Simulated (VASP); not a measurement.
A run of VASP 6.6.1 is set up as follows.

The input INCAR:

```
SYSTEM = TePb
ALGO = Normal
EDIFF = 1E-7
ENCUT = 520
GGA = CA
ISIF = 2
ISMEAR = 0
LASPH = .TRUE.
LCHARG = .TRUE.
LELF = .TRUE.
LREAL = .FALSE.
LVHAR = .TRUE.
LWAVE = .FALSE.
NBANDS = 17
NELM = 100
PREC = Accurate
SIGMA = 0.1
```

File KPOINTS:

```
k-points
0
G
  7 7 7
  0 0 0
```

The input POSCAR:

```
TePb
1.0
    4.0022870000      0.0000000000      0.0000000000
    0.0000000000      4.0022870000      0.0000000000
    0.0000000000      0.0000000000      4.0022870000
Pb Te
1 1
Direct
    0.0000000000      0.0000000000      0.0000000000
    0.5000000000      0.5000000000      0.5000000000
```

Potentials or basis: VASP PAW LDA potentials, release 64 (Pb_d, Te).

The run is started by

```bash
$ cat potpaw_LDA.64/Pb_d/POTCAR potpaw_LDA.64/Te/POTCAR > POTCAR
$ mpirun -np 1 vasp_std > vasp.out
```

(1) Predict the band gap on the k mesh.

(2) What does it give for the pressure?

Results:

(1) zero (band 10 reaches 6.35 eV, above the bottom of band 11 at 5.52 eV).

(2) -3.9 GPa.

Caveat: spin-orbit coupling is left out, which moves the levels of the heavy elements.
